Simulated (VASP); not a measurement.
A run of VASP 6.6.1 is set up as follows.

File POSCAR:

```
Al
1.0
    0.0000000000     -1.9960023124     -1.9960023124
    1.9960023124      0.0000000000     -1.9960023124
    1.9960023124     -1.9960023124      0.0000000000
Al
1
Direct
    0.0000000000      0.0000000000      0.0000000000
```

Contents of INCAR.step1:

```
PREC = Accurate
ENCUT = 520
ISMEAR = 0
SIGMA = 0.1
LREAL = F
LASPH = T
NELM = 80
NBANDS = 8
GGA = PE
ALGO = Normal
EDIFF = 1E-4
LWAVE = T
LCHARG = F
```

Contents of INCAR.step2:

```
PREC = Accurate
ENCUT = 520
EDIFF = 1E-6
ISMEAR = 0
SIGMA = 0.1
LREAL = F
LASPH = T
NELM = 80
ALGO = Normal
ISIF = 2
LWAVE = F
LCHARG = F
METAGGA = R2SCAN
LMIXTAU = T
NBANDS = 8
ISTART = 1
```

Contents of KPOINTS:

```
regular mesh
0
Gamma
  18 18 18
```

Potentials or basis: VASP PAW PBE potentials, release 64 (Al).

Launch:

```bash
$ cat potpaw_PBE.64/Al/POTCAR > POTCAR
$ cp INCAR.step1 INCAR
$ mpirun -np 1 vasp_std > vasp.out
$ cp INCAR.step2 INCAR
$ mpirun -np 1 vasp_std > vasp.out
```

Task: Estimate the pressure.

Result: -0.3 GPa.

Caveat: the PAW data sets were made with another functional, which shifts forces and pressure a little.
